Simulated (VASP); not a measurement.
# NaI2 (Fm-3m) in VASP: notebook

NaI2 is run at these levels: PBE; tasks: single point.

All numbers are computed with VASP 6.6.1; they aren't measurements. Logs are shortened: lines on timing, memory, paths and dates and some standing lists are left out, and cuts for length are marked.

### Step 1. The cell of the first run

The structure is cubic, space group Fm-3m (No. 225). The conventional cell has a = 7.956 Å, b = 7.956 Å, c = 7.956 Å, α = 90.00°, β = 90.00°, γ = 90.00°. Na (site symmetry m-3m) has 8 I at 3.44 Å within 4.5 Å. I (site symmetry -43m) has 4 Na at 3.44 Å and 6 I at 3.98 Å within 4.5 Å.

### Step 2. Single point, PBE

The input, INCAR:

```
ALGO = Normal ; EDIFF = 1E-6
ENCUT = 520 ; GGA = PE
ISIF = 2 ; ISMEAR = 0
LASPH = T ; LCHARG = F
LREAL = F ; LWAVE = F
NBANDS = 18 ; NELM = 80
PREC = Accurate ; SIGMA = 0.1
```

The input, KPOINTS:

```
k-points
0
Gamma
  4 4 4
```

The input, POSCAR:

```
NaI2
1.0
    0.0000000000      3.9779433500      3.9779433500
    3.9779433500      0.0000000000      3.9779433500
    3.9779433500      3.9779433500      0.0000000000
Na I
1 2
Direct
    0.0000000000      0.0000000000      0.0000000000
    0.2500000000      0.2500000000      0.2500000000
    0.7500000000      0.7500000000      0.7500000000
```

Potentials or basis: VASP PAW PBE potentials, release 64 (Na_pv, I).

On the command line:

```sh
cat potpaw_PBE.64/Na_pv/POTCAR potpaw_PBE.64/I/POTCAR > POTCAR
mpirun -np 1 vasp_std > vasp.out
```

OUTCAR:

```text
EDIFF = 1E-6
   ENCUT = 520
   GGA = PE
   ISIF = 2
   ISMEAR = 0
   LASPH = T
   LREAL = F
   NELM = 80
   PREC = Accurate

 ion  position               nearest neighbor table
   1  0.000  0.000  0.000-
   2  0.250  0.250  0.250-
   3  0.750  0.750  0.750-

  LATTYP: Found a face centered cubic cell.
 ALAT       =     7.9558867000

  Lattice vectors:

 A1 = (   0.0000000000,   3.9779433500,   3.9779433500)
 A2 = (   3.9779433500,   0.0000000000,   3.9779433500)
 A3 = (   3.9779433500,   3.9779433500,   0.0000000000)

Analysis of symmetry for initial positions (statically):
=====================================================================
 Subroutine PRICEL returns:
 Original cell was already a primitive cell.

 Routine SETGRP: Setting up the symmetry group for a
 face centered cubic supercell.

 Subroutine GETGRP returns: Found 48 space group operations
 (whereof 48 operations were pure point group operations)
 out of a pool of 48 trial point group operations.

The static configuration has the point symmetry O_h .

Analysis of symmetry for dynamics (positions and initial velocities):
=====================================================================
 Subroutine PRICEL returns:
 Original cell was already a primitive cell.

 Routine SETGRP: Setting up the symmetry group for a
 face centered cubic supercell.

 Subroutine GETGRP returns: Found 48 space group operations
 (whereof 48 operations were pure point group operations)
 out of a pool of 48 trial point group operations.

The dynamic configuration has the point symmetry O_h .

 Subroutine INISYM returns: Found 48 space group operations
 (whereof 48 operations are pure point group operations),
 and found     1 'primitive' translations

----------------------------------------------------------------------------------------

                                     Primitive cell

  volume of cell :     125.8942

  direct lattice vectors                    reciprocal lattice vectors
     0.000000000  3.977943350  3.977943350    -0.125693092  0.125693092  0.125693092
     3.977943350  0.000000000  3.977943350     0.125693092 -0.125693092  0.125693092
     3.977943350  3.977943350  0.000000000     0.125693092  0.125693092 -0.125693092

  length of vectors
     5.625661436  5.625661436  5.625661436     0.217706822  0.217706822  0.217706822

  position of ions in fractional coordinates (direct lattice)
     0.000000000  0.000000000  0.000000000
     0.250000000  0.250000000  0.250000000
     0.750000000  0.750000000  0.750000000

  ion indices of the primitive-cell ions
   primitive index   ion index
                 1           1
                 2           2
                 3           3

----------------------------------------------------------------------------------------

 KPOINTS: k-points

Automatic generation of k-mesh.
 Grid dimensions read from file:
 generate k-points for:    4    4    4

 Generating k-lattice:

  Cartesian coordinates                     Fractional coordinates (reciprocal lattice)
    -0.031423273  0.031423273  0.031423273     0.250000000  0.000000000  0.000000000
     0.031423273 -0.031423273  0.031423273     0.000000000  0.250000000  0.000000000
     0.031423273  0.031423273 -0.031423273     0.000000000  0.000000000  0.250000000

  Length of vectors
     0.054426705  0.054426705  0.054426705

  Shift w.r.t. Gamma in fractional coordinates (k-lattice)
     0.000000000  0.000000000  0.000000000

 Subroutine IBZKPT returns following result:
 ===========================================

 Found      8 irreducible k-points:

 Following reciprocal coordinates:
            Coordinates               Weight
  0.000000  0.000000  0.000000      1.000000
  0.250000  0.000000  0.000000      8.000000
  0.500000  0.000000  0.000000      4.000000
  0.250000  0.250000  0.000000      6.000000
  0.500000  0.250000  0.000000     24.000000
 -0.250000  0.250000  0.000000     12.000000
  0.500000  0.500000  0.000000      3.000000
 -0.250000  0.500000  0.250000      6.000000
   k-points           NKPTS =      8   k-points in BZ     NKDIM =      8   number of bands    NBANDS=     18
   number of dos      NEDOS =    301   number of ions     NIONS =      3
   total plane-waves  NPLWV =  74088
   dimension x,y,z NGX =    42 NGY =   42 NGZ =   42
   dimension x,y,z NGXF=    84 NGYF=   84 NGZF=   84
   ions per type =               1   2
   NGX,Y,Z   is equivalent  to a cutoff of  12.41, 12.41, 12.41 a.u.
   NGXF,Y,Z  is equivalent  to a cutoff of  24.82, 24.82, 24.82 a.u.
 SYSTEM =  unknown system
   PREC   = accura    normal or accurate (medium, high low for compatibility)
   ISTART =      0    job   : 0-new  1-cont  2-samecut
   ICHARG =      2    charge: 1-file 2-atom 10-const
   ISPIN  =      1    spin polarized calculation?
   LNONCOLLINEAR =      F non collinear calculations
   LSORBIT =      F    spin-orbit coupling
   LASPH  =      T    aspherical Exc in radial PAW
   ENCUT  =  520.0 eV  38.22 Ry    6.18 a.u.  10.46 10.46 10.46*2*pi/ulx,y,z
   NELM   =     80;   NELMIN=  2; NELMDL= -5     # of ELM steps
   EDIFF  = 0.1E-05   stopping-criterion for ELM
   LREAL  =      F    real-space projection
   EDIFFG = 0.1E-04   stopping-criterion for IOM
   NSW    =      0    number of steps for IOM
   IBRION =     -1    ionic relax: 0-MD 1-quasi-New 2-CG
   NFREE  =      0    steps in history (QN), initial steepest desc. (CG)
   ISIF   =      2    stress and relaxation
   ISYM   =      2    0-nonsym 1-usesym 2-fastsym
   POTIM  = 0.5000    time-step for ionic-motion
   TEBEG  =    0.0;   TEEND  =   0.0 temperature during run
   PSTRESS=    0.0 pullay stress
   NELECT =      21.0000    total number of electrons
   NUPDOWN=      -1.0000    fix difference up-down
   EMIN   =  10.00;   EMAX   =-10.00  energy-range for DOS
   EFERMI =   0.00;   METHOD = LEGACY
   ISMEAR =     0;   SIGMA  =   0.10  broadening in eV -4-tet -1-fermi 0-gaus
   EFERMI_NEDOS =   21; number of points for ismear=-14 and -15
   IALGO  =     38    algorithm
   IMIX   =      4    mixing-type and parameters
     AMIX     =   0.40;   BMIX     =  1.00
     AMIX_MAG =   1.60;   BMIX_MAG =  1.00
  volume/ion in A,a.u.               =      41.96       283.19
  Fermi-wavevector in a.u.,A,eV,Ry     =   0.901182  1.702988 11.049694  0.812130
  Thomas-Fermi vector in A             =   2.024232
   LORBIT       =      0    0 simple, 1 ext, 2 COOP (PROOUT), +10 PAW based schemes
   GGA     = PE    functional components
   LHFCALC =     F    Hartree Fock is set to
   AEXX    =    0.0000 exact exchange contribution
   IVDW    =     0    specifies the selected vdW correction
   LEPSILON=     F    determine dielectric tensor
   LRPA    =     F    only Hartree local field effects (RPA)
 non-spin polarized calculation
 Gauss-broadening in eV      SIGMA  =   0.10
  energy-cutoff  :      520.00
  volume of cell :      125.89
 maximum number of plane-waves:      3426
 NGX is ok and might be reduce to    42
   NGX = 21   NGY = 21   NGZ = 21

 number of electron      20.9999995 magnetization

 Free energy of the ion-electron system (eV)
  ---------------------------------------------------
  ext. energy  EPLUGINS =         0.00000000
  ---------------------------------------------------
  free energy    TOTEN  =        -6.18321867 eV

  energy without entropy =       -6.16337237  energy(sigma->0) =       -6.17329552

 E-fermi :   0.7067     XC(G=0):  -7.2789

 val. band max:        0.6200428351   @ k =   0.2500   0.2500   0.0000
 cond. band min:       0.7675236286   @ k =  -0.2500   0.2500   0.0000
 fundamental gap:      0.1474807935
 Fermi energy:         0.7067470967

 k-point     1 :       0.0000    0.0000    0.0000
  band No.  band energies     occupation
      1     -22.3991      2.00000
      2     -22.3991      2.00000
      3     -22.3991      2.00000
      4     -10.9797      2.00000
      5     -10.0832      2.00000
      6      -1.0052      2.00000
[... 10 lines left out ...]
     17       7.3547      0.00000
     18       9.1501      0.00000

 k-point     2 :       0.2500    0.0000    0.0000
  band No.  band energies     occupation
      1     -22.3994      2.00000
      2     -22.3992      2.00000
      3     -22.3992      2.00000
      4     -10.8494      2.00000
      5     -10.2165      2.00000
      6      -0.9667      2.00000
[... 10 lines left out ...]
     17       8.2130      0.00000
     18      10.4814      0.00000

 k-point     3 :       0.5000    0.0000    0.0000
  band No.  band energies     occupation
      1     -22.3997      2.00000
      2     -22.3992      2.00000
      3     -22.3992      2.00000
      4     -10.5374      2.00000
      5     -10.5312      2.00000
      6      -0.8241      2.00000
[... 10 lines left out ...]
     17       8.7183      0.00000
     18      10.0286      0.00000

 k-point     4 :       0.2500    0.2500    0.0000
  band No.  band energies     occupation
      1     -22.3994      2.00000
      2     -22.3992      2.00000
      3     -22.3992      2.00000
      4     -10.8251      2.00000
      5     -10.2296      2.00000
      6      -1.2419      2.00000
[... 10 lines left out ...]
     17       8.9082      0.00000
     18      10.8955      0.00000

 k-point     5 :       0.5000    0.2500    0.0000
  band No.  band energies     occupation
      1     -22.3996      2.00000
      2     -22.3993      2.00000
      3     -22.3992      2.00000
      4     -10.6265      2.00000
      5     -10.4183      2.00000
      6      -1.6224      2.00000
[... 10 lines left out ...]
     17       9.1100      0.00000
     18       9.5807      0.00000

 k-point     6 :      -0.2500    0.2500    0.0000
  band No.  band energies     occupation
      1     -22.3995      2.00000
      2     -22.3994      2.00000
      3     -22.3992      2.00000
      4     -10.6774      2.00000
      5     -10.3787      2.00000
      6      -1.5289      2.00000
[... 10 lines left out ...]
     17       9.7635      0.00000
     18      10.0395      0.00000

 k-point     7 :       0.5000    0.5000    0.0000
  band No.  band energies     occupation
      1     -22.3997      2.00000
      2     -22.3993      2.00000
      3     -22.3993      2.00000
      4     -10.6561      2.00000
      5     -10.3652      2.00000
      6      -2.0260      2.00000
[... 10 lines left out ...]
     17       9.6350      0.00000
     18       9.6350      0.00000

 k-point     8 :      -0.2500    0.5000    0.2500
  band No.  band energies     occupation
      1     -22.3995      2.00000
      2     -22.3995      2.00000
      3     -22.3993      2.00000
      4     -10.5166      2.00000
      5     -10.5166      2.00000
      6      -1.8303      2.00000
[... 10 lines left out ...]
     17      10.0065      0.00000
     18      10.0067      0.00000

------------------------ aborting loop because EDIFF is reached ----------------------------------------

  FORCE on cell =-STRESS in cart. coord.  units (eV):
  Direction    XX          YY          ZZ          XY          YZ          ZX
  --------------------------------------------------------------------------------------
  -------------------------------------------------------------------------------------
  Total       -0.7283318     -0.7283318     -0.7283318      0.0000000     -0.0000000      0.0000000
  in kB       -9.2690252     -9.2690252     -9.2690252      0.0000000     -0.0000000      0.0000000
  external PRESSURE =      -9.2690252 kB  Pullay stress =       0.0000000 kB

 VOLUME and BASIS-vectors are now :
 -----------------------------------------------------------------------------
  energy-cutoff  :      520.00
  volume of cell :      125.89
      direct lattice vectors                 reciprocal lattice vectors
     0.000000000  3.977943350  3.977943350    -0.125693092  0.125693092  0.125693092
     3.977943350  0.000000000  3.977943350     0.125693092 -0.125693092  0.125693092
     3.977943350  3.977943350  0.000000000     0.125693092  0.125693092 -0.125693092

 POSITION                                       TOTAL-FORCE (eV/Angst)
 -----------------------------------------------------------------------------------
      0.00000      0.00000      0.00000        -0.000000     -0.000000     -0.000000
      1.98897      1.98897      1.98897        -0.000000     -0.000000     -0.000000
      5.96692      5.96692      5.96692         0.000000      0.000000      0.000000
 -----------------------------------------------------------------------------------
    total drift:                               -0.000000     -0.000000     -0.000000

  FREE ENERGIE OF THE ION-ELECTRON SYSTEM (eV)
  ---------------------------------------------------
  free  energy   TOTEN  =        -6.1832186729 eV

  energy  without entropy=       -6.1633723703  energy(sigma->0) =       -6.17329552
```

It took 27 s on 1 thread of AMD EPYC 7R43 (Zen 3), shared host; peak memory 0.22 GiB.

What came out:

| Property | Result |
| --- | --- |
| Free energy | -6.1832 eV |
| Pressure | -0.9 GPa |

Levels at points of the mesh, in eV from the Fermi level:
```
           k point  band 8  band 9  band 10  band 11  band 12  band 13  band 14  band 15
(0.00, 0.00, 0.00)   -1.71   -0.24    -0.24    -0.24     3.74     5.56     5.56     5.56
(0.50, 0.00, 0.00)   -1.20   -1.20    -1.15    -1.15     5.60     6.76     7.47     7.47
(0.50, 0.50, 0.00)   -2.16    0.07     0.07     0.37     4.19     6.02     7.82     7.89
```

Caveat: spin-orbit coupling is left out, which moves the levels of the heavy elements; an odd number of electrons without spin polarisation forces a metal; a magnetic or distorted state may lie lower.

### Step 3. Single point, PBE

This run uses another cell than the first one, of 38.94 Å³/atom, 0.928 times its volume.

The input, INCAR:

```
ALGO = Normal
EDIFF = 1E-6
ENCUT = 520
GGA = PE
ISIF = 2
ISMEAR = 0
LASPH = True
LCHARG = False
LREAL = False
LWAVE = False
NBANDS = 18
NELM = 100
PREC = Accurate
SIGMA = 0.1
```

The input, KPOINTS:

```
k-points
0
Gamma
  10 10 10
```

The input, POSCAR:

```
NaI2
1.0
    0.0000000000      3.8800597751      3.8800597751
    3.8800597751      0.0000000000      3.8800597751
    3.8800597751      3.8800597751      0.0000000000
Na I
1 2
Direct
    0.0000000000      0.0000000000      0.0000000000
    0.2500000000      0.2500000000      0.2500000000
    0.7500000000      0.7500000000      0.7500000000
```

Potentials or basis: VASP PAW PBE potentials, release 64 (Na_pv, I).

On the command line:

```sh
cat potpaw_PBE.64/Na_pv/POTCAR potpaw_PBE.64/I/POTCAR > POTCAR
mpirun -np 1 vasp_std > vasp.out
```

OUTCAR:

```text
EDIFF = 1E-6
   ENCUT = 520
   GGA = PE
   ISIF = 2
   ISMEAR = 0
   LASPH = True
   LREAL = False
   NELM = 100
   PREC = Accurate

 ion  position               nearest neighbor table
   1  0.000  0.000  0.000-
   2  0.250  0.250  0.250-
   3  0.750  0.750  0.750-

  LATTYP: Found a face centered cubic cell.
 ALAT       =     7.7601195502

  Lattice vectors:

[... 191 lines left out ...]
      2     -21.7575      2.00000
      3     -21.7575      2.00000
      4     -10.6418      2.00000
      5      -9.5420      2.00000
      6      -0.6321      2.00000
[... 481 lines left out ...]
      5      -9.8419      2.00000
      6      -1.3181      2.00000
[... 10 lines left out ...]
     17       9.6669      0.00000
     18      10.5872      0.00000

 [... further k-points ...]
[... 5 lines left out ...]
  --------------------------------------------------------------------------------------
  -------------------------------------------------------------------------------------
  Total       -0.0124784     -0.0124784     -0.0124784      0.0000000      0.0000000      0.0000000
  in kB       -0.1711296     -0.1711296     -0.1711296      0.0000000      0.0000000      0.0000000
  external PRESSURE =      -0.1711296 kB  Pullay stress =       0.0000000 kB

 VOLUME and BASIS-vectors are now :
 -----------------------------------------------------------------------------
  energy-cutoff  :      520.00
  volume of cell :      116.83
      direct lattice vectors                 reciprocal lattice vectors
     0.000000000  3.880059775  3.880059775    -0.128863994  0.128863994  0.128863994
     3.880059775  0.000000000  3.880059775     0.128863994 -0.128863994  0.128863994
     3.880059775  3.880059775  0.000000000     0.128863994  0.128863994 -0.128863994

 POSITION                                       TOTAL-FORCE (eV/Angst)
 -----------------------------------------------------------------------------------
      0.00000      0.00000      0.00000        -0.000000     -0.000000     -0.000000
      1.94003      1.94003      1.94003        -0.000000     -0.000000     -0.000000
      5.82009      5.82009      5.82009         0.000000      0.000000      0.000000
 -----------------------------------------------------------------------------------
    total drift:                               -0.000000     -0.000000     -0.000000

  FREE ENERGIE OF THE ION-ELECTRON SYSTEM (eV)
  ---------------------------------------------------
  free  energy   TOTEN  =        -6.2016784418 eV

  energy  without entropy=       -6.1785121447  energy(sigma->0) =       -6.19009529
```

Run time: 92 s. Hardware: 1 thread of AMD EPYC 7R43 (Zen 3), shared host; peak memory 0.26 GiB.

What came out:

```
Free energy : -6.2017 eV
Pressure    : 0.0 GPa
```

Levels at points of the mesh, in eV from the Fermi level:
| k point | band 9 | band 10 | band 11 | band 12 | band 13 | band 14 |
| --- | --- | --- | --- | --- | --- | --- |
| (0.00, 0.00, 0.00) | -0.29 | -0.29 | -0.29 | 3.86 | 5.40 | 5.40 |
| (0.50, 0.00, 0.00) | -1.39 | -1.35 | -1.35 | 5.78 | 6.78 | 7.51 |
| (0.50, 0.50, 0.00) | 0.07 | 0.07 | 0.41 | 4.02 | 6.12 | 7.73 |

Caveat: spin-orbit coupling is left out, which moves the levels of the heavy elements; an odd number of electrons without spin polarisation forces a metal; a magnetic or distorted state may lie lower.

### Step 4. Single point, PBE

This run uses another cell than the first one, of 38.94 Å³/atom, 0.928 times its volume.

The input, INCAR:

```
SYSTEM = NaI2
PREC = Accurate
ENCUT = 520
EDIFF = 1E-6
ISMEAR = 0
SIGMA = 0.1
LREAL = .FALSE.
LASPH = .TRUE.
NELM = 80
ALGO = Normal
ISIF = 2
LWAVE = .FALSE.
LCHARG = .TRUE.
GGA = PE
LELF = .TRUE.
LVHAR = .TRUE.
NBANDS = 18
```

The input, KPOINTS:

```
Automatic mesh
0
G
  10 10 10
  0 0 0
```

POSCAR is that of step 3.

On the command line:

```sh
cat potpaw_PBE.64/Na_pv/POTCAR potpaw_PBE.64/I/POTCAR > POTCAR
mpirun -np 1 vasp_std > vasp.out
```

Run time: 93 s. Hardware: 1 thread of AMD EPYC 7R43 (Zen 3), shared host; peak memory 0.26 GiB.

It converged, with:

| Property | Result |
| --- | --- |
| Free energy | -6.2017 eV |
| Pressure | 0.0 GPa |

Levels at points of the mesh, in eV from the Fermi level:
| k point | band 7 | band 8 | band 9 | band 10 | band 11 | band 12 | band 13 | band 14 | band 15 | band 16 |
| --- | --- | --- | --- | --- | --- | --- | --- | --- | --- | --- |
| (0.00, 0.00, 0.00) | -1.96 | -1.96 | -0.29 | -0.29 | -0.29 | 3.86 | 5.40 | 5.40 | 5.40 | 6.49 |
| (0.50, 0.00, 0.00) | -1.54 | -1.39 | -1.39 | -1.35 | -1.35 | 5.78 | 6.78 | 7.51 | 7.51 | 7.96 |
| (0.50, 0.50, 0.00) | -2.46 | -2.46 | 0.07 | 0.07 | 0.41 | 4.02 | 6.12 | 7.73 | 8.10 | 8.12 |

Caveat: spin-orbit coupling is left out, which moves the levels of the heavy elements; an odd number of electrons without spin polarisation forces a metal; a magnetic or distorted state may lie lower.
